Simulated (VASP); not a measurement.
# GaP (F-43m) in VASP: further runs, part 2 of 2

VASP 6.6.1. The steps go on from the part before.

### 4 Single point, LDA (volume scaled by 1.000 of the coarse rest volume)

INCAR reads:

```
ALGO = Normal
EDIFF = 1E-6
ENCUT = 500
GGA_COMPAT = F
ISIF = 2
ISMEAR = 0
LASPH = T
LCHARG = T
LELF = T
LREAL = F
LVHAR = T
LWAVE = F
NBANDS = 16
NELM = 120
PREC = Accurate
SIGMA = 0.02
```

KPOINTS reads:

```
k-points
0
Gamma
  6 6 6
```

POSCAR reads:

```
GaP
1.0
    0.0000000000      2.6958000000      2.6958000000
    2.6958000000      0.0000000000      2.6958000000
    2.6958000000      2.6958000000      0.0000000000
Ga P
1 1
Direct
    0.0000000000      0.0000000000      0.0000000000
    0.2500000000      0.2500000000      0.2500000000
```

Potentials or basis: VASP PAW LDA potentials, release 64 (Ga_d, P).

The run is started by

```console
cat potpaw_LDA.64/Ga_d/POTCAR potpaw_LDA.64/P/POTCAR > POTCAR
mpirun -np 1 vasp_std > vasp.out
```

OUTCAR:

```text
EDIFF = 1E-6
   ENCUT = 500
   ISIF = 2
   ISMEAR = 0
   LASPH = T
   LREAL = F
   NELM = 120
   PREC = Accurate

 ion  position               nearest neighbor table
   1  0.000  0.000  0.000-   2 2.33   2 2.33   2 2.33   2 2.33
   2  0.250  0.250  0.250-   1 2.33   1 2.33   1 2.33   1 2.33

  LATTYP: Found a face centered cubic cell.
 ALAT       =     5.3916000000

  Lattice vectors:

 A1 = (   0.0000000000,   2.6958000000,   2.6958000000)
 A2 = (   2.6958000000,   0.0000000000,   2.6958000000)
 A3 = (   2.6958000000,   2.6958000000,   0.0000000000)

Analysis of symmetry for initial positions (statically):
=====================================================================
 Subroutine PRICEL returns:
 Original cell was already a primitive cell.

 Routine SETGRP: Setting up the symmetry group for a
 face centered cubic supercell.

 Subroutine GETGRP returns: Found 24 space group operations
 (whereof 24 operations were pure point group operations)
 out of a pool of 48 trial point group operations.

The static configuration has the point symmetry T_d .

Analysis of symmetry for dynamics (positions and initial velocities):
=====================================================================
 Subroutine PRICEL returns:
 Original cell was already a primitive cell.

 Routine SETGRP: Setting up the symmetry group for a
 face centered cubic supercell.

 Subroutine GETGRP returns: Found 24 space group operations
 (whereof 24 operations were pure point group operations)
 out of a pool of 48 trial point group operations.

The dynamic configuration has the point symmetry T_d .

 Subroutine INISYM returns: Found 24 space group operations
 (whereof 24 operations are pure point group operations),
 and found     1 'primitive' translations

[... 99 lines left out ...]
   EFERMI =   0.00;   METHOD = LEGACY
   ISMEAR =     0;   SIGMA  =   0.02  broadening in eV -4-tet -1-fermi 0-gaus
   EFERMI_NEDOS =   21; number of points for ismear=-14 and -15
   IALGO  =     38    algorithm
   IMIX   =      4    mixing-type and parameters
     AMIX     =   0.40;   BMIX     =  1.00
     AMIX_MAG =   1.60;   BMIX_MAG =  1.00
  volume/ion in A,a.u.               =      19.59       132.21
  Fermi-wavevector in a.u.,A,eV,Ry     =   1.263188  2.387079 21.710054  1.595644
  Thomas-Fermi vector in A             =   2.396558
   LORBIT       =      0    0 simple, 1 ext, 2 COOP (PROOUT), +10 PAW based schemes
   GGA     = CA    functional components
   LHFCALC =     F    Hartree Fock is set to
   AEXX    =    0.0000 exact exchange contribution
   IVDW    =     0    specifies the selected vdW correction
   LEPSILON=     F    determine dielectric tensor
   LRPA    =     F    only Hartree local field effects (RPA)
 non-spin polarized calculation
 Gauss-broadening in eV      SIGMA  =   0.02
  energy-cutoff  :      500.00
  volume of cell :       39.18
 maximum number of plane-waves:      1018
   NGX = 13   NGY = 13   NGZ = 13

 number of electron      17.9999998 magnetization

 Free energy of the ion-electron system (eV)
  ---------------------------------------------------
  ext. energy  EPLUGINS =         0.00000000
  ---------------------------------------------------
  free energy    TOTEN  =       -10.43510250 eV

  energy without entropy =      -10.43510250  energy(sigma->0) =      -10.43510250

 E-fermi :   4.9729     XC(G=0): -10.3084

 val. band max:        4.8538149070   @ k =   0.0000   0.0000   0.0000
 cond. band min:       6.2779897483   @ k =   0.5000   0.5000   0.0000
 fundamental gap:      1.4241748413
 Fermi energy:         4.9729265983

 k-point     1 :       0.0000    0.0000    0.0000
  band No.  band energies     occupation
      1      -9.9193      2.00000
      2      -9.9193      2.00000
      3      -9.9193      2.00000
      4      -9.8113      2.00000
      5      -9.8113      2.00000
      6      -7.9072      2.00000
[... 281 lines left out ...]
      3      -9.8540      2.00000
      4      -9.8344      2.00000
      5      -9.7968      2.00000
      6      -4.6685      2.00000
[... 8 lines left out ...]
     15      16.8598      0.00000
     16      18.6151      0.00000

------------------------ aborting loop because EDIFF is reached ----------------------------------------

  FORCE on cell =-STRESS in cart. coord.  units (eV):
  Direction    XX          YY          ZZ          XY          YZ          ZX
  --------------------------------------------------------------------------------------
  -------------------------------------------------------------------------------------
  Total        0.0221667      0.0221667      0.0221667      0.0000000      0.0000000     -0.0000000
  in kB        0.9063979      0.9063979      0.9063979      0.0000000      0.0000000     -0.0000000
  external PRESSURE =       0.9063979 kB  Pullay stress =       0.0000000 kB

 VOLUME and BASIS-vectors are now :
 -----------------------------------------------------------------------------
  energy-cutoff  :      500.00
  volume of cell :       39.18
      direct lattice vectors                 reciprocal lattice vectors
     0.000000000  2.695800000  2.695800000    -0.185473700  0.185473700  0.185473700
     2.695800000  0.000000000  2.695800000     0.185473700 -0.185473700  0.185473700
     2.695800000  2.695800000  0.000000000     0.185473700  0.185473700 -0.185473700

 POSITION                                       TOTAL-FORCE (eV/Angst)
 -----------------------------------------------------------------------------------
      0.00000      0.00000      0.00000         0.000000      0.000000      0.000000
      1.34790      1.34790      1.34790        -0.000000     -0.000000     -0.000000
 -----------------------------------------------------------------------------------
    total drift:                                0.000000      0.000000      0.000000

  FREE ENERGIE OF THE ION-ELECTRON SYSTEM (eV)
  ---------------------------------------------------
  free  energy   TOTEN  =       -10.4351024983 eV

  energy  without entropy=      -10.4351024983  energy(sigma->0) =      -10.43510250
```

OSZICAR:

```text
N       E                     dE             d eps       ncg     rms          rms(c)
DAV:   1     0.778715295882E+02    0.77872E+02   -0.88342E+03   528   0.164E+03
DAV:   2    -0.461620205478E+01   -0.82488E+02   -0.78405E+02   616   0.307E+02
DAV:   3    -0.106794680625E+02   -0.60633E+01   -0.60400E+01   632   0.647E+01
DAV:   4    -0.107725194875E+02   -0.93051E-01   -0.93019E-01   656   0.878E+00
DAV:   5    -0.107742774420E+02   -0.17580E-02   -0.17578E-02   648   0.109E+00    0.450E+00
DAV:   6    -0.104914860430E+02    0.28279E+00   -0.36988E-01   784   0.107E+01    0.290E+00
DAV:   7    -0.104398874022E+02    0.51599E-01   -0.89988E-02   656   0.212E+00    0.107E+00
DAV:   8    -0.104351391032E+02    0.47483E-02   -0.12008E-02   632   0.121E+00    0.213E-01
DAV:   9    -0.104350980892E+02    0.41014E-04   -0.10170E-03   760   0.406E-01    0.622E-02
DAV:  10    -0.104350963648E+02    0.17244E-05   -0.55099E-05   784   0.905E-02    0.261E-02
DAV:  11    -0.104351027485E+02   -0.63837E-05   -0.98232E-06   640   0.454E-02    0.851E-03
DAV:  12    -0.104351024983E+02    0.25024E-06   -0.49342E-07   440   0.824E-03
   1 F= -.10435102E+02 E0= -.10435102E+02  d E =-.618124E-19
```

stdout:

```text
POSCAR found type information on POSCAR GaP
 POSCAR found :  2 types and       2 ions
 scaLAPACK will be used
 LDA part: xc-table for (Slater(with rela. corr.)+CA(PZ))
 , standard interpolation
 POSCAR, INCAR and KPOINTS ok, starting setup
 FFT: planning ... GRIDC
 FFT: planning ... GRID_SOFT
 FFT: planning ... GRID
 WAVECAR not read
 entering main loop
```

Run time: 7.1 s. Hardware: 1 thread of AMD EPYC 7R13 (Zen 3), shared host; peak memory 0.11 GiB.

What came out:

```
Free energy            : -10.4351 eV
Pressure               : 0.1 GPa
Band gap on the k mesh : 1.42 eV, indirect (least direct gap 1.91 eV)
```

Levels at points of the mesh, in eV from the valence-band top:
| k point | band 7 | band 8 | band 9 | band 10 | band 11 | band 12 |
| --- | --- | --- | --- | --- | --- | --- |
| (0.00, 0.00, 0.00) | 0.00 | 0.00 | 0.00 | 1.91 | 3.78 | 3.78 |
| (0.50, 0.00, 0.00) | -6.90 | -1.18 | -1.18 | 1.61 | 4.62 | 4.62 |
| (0.50, 0.50, 0.00) | -7.00 | -2.83 | -2.83 | 1.42 | 1.65 | 10.70 |

Caveat: the cell differs from its parent crystal (volume scaled by 1.000 of the coarse rest volume).

### 5 Single point, LDA

This run uses another cell than the first one, of 21.02 Å³/atom, 1.047 times its volume.

INCAR reads:

```
SYSTEM = GaP
PREC = Accurate
ENCUT = 500
EDIFF = 1E-6
ISMEAR = 0
SIGMA = 0.05
LREAL = .False.
LASPH = .True.
NELM = 120
ALGO = Normal
ISIF = 2
LWAVE = .False.
LCHARG = .False.
GGA = CA
NBANDS = 16
GGA_COMPAT = .False.
```

KPOINTS reads:

```
Automatic mesh
0
Gamma
  6 6 6
  0 0 0
```

POSCAR reads:

```
GaP
1.0
    0.0000000000      2.7598497568      2.7598497568
    2.7598497568      0.0000000000      2.7598497568
    2.7598497568      2.7598497568      0.0000000000
Ga P
1 1
Direct
    0.0000000000      0.0000000000      0.0000000000
    0.2500000000      0.2500000000      0.2500000000
```

The run is started by

```console
cat potpaw_LDA.64/Ga_d/POTCAR potpaw_LDA.64/P/POTCAR > POTCAR
mpirun -np 1 vasp_std > vasp.out
```

Wall time 6.6 s (1 thread of AMD EPYC 7R13 (Zen 3), shared host); peak memory 0.11 GiB.

Results (log left out):

```yaml
Free_energy: -10.3857 eV
Pressure: -5.4 GPa
Band_gap_on_the_k_mesh: 1.32 eV, direct
```

Levels at points of the mesh, in eV from the valence-band top:
```csv
k point,band 5,band 6,band 7,band 8,band 9,band 10,band 11,band 12,band 13,band 14
"(0.00, 0.00, 0.00)",-14.57,-12.23,0.00,0.00,0.00,1.32,3.79,3.79,3.79,8.32
"(0.50, 0.00, 0.00)",-14.56,-10.27,-6.50,-1.08,-1.08,1.39,4.63,4.63,7.96,10.37
"(0.50, 0.50, 0.00)",-14.55,-9.40,-6.67,-2.58,-2.58,1.56,1.71,10.16,10.16,10.62
```

A k mesh can miss the band edges. LDA gaps usually lie below the measured ones, often by a third to a half.

### 6 Summary

```tsv
cell	smearing	gap on the mesh (eV)	pressure (GPa)
a = 3.843 Å, angles 60.0°, 2 atoms	gaussian 0.05 eV	1.47	-2.0
a = 3.812 Å, angles 60.0°, 2 atoms	gaussian 0.05 eV	1.42	0.1
a = 3.812 Å, angles 60.0°, 2 atoms	gaussian 0.02 eV	1.42	0.1
a = 3.903 Å, angles 60.0°, 2 atoms	gaussian 0.05 eV	1.32	-5.4
```

Alike in all rows: task single point; level LDA; potentials or basis VASP PAW LDA potentials, release 64 (Ga_d, P); no spin polarisation; k mesh 6 × 6 × 6; cutoff (eV) 500.

Absolute energies hang on the potentials; compare differences alone.
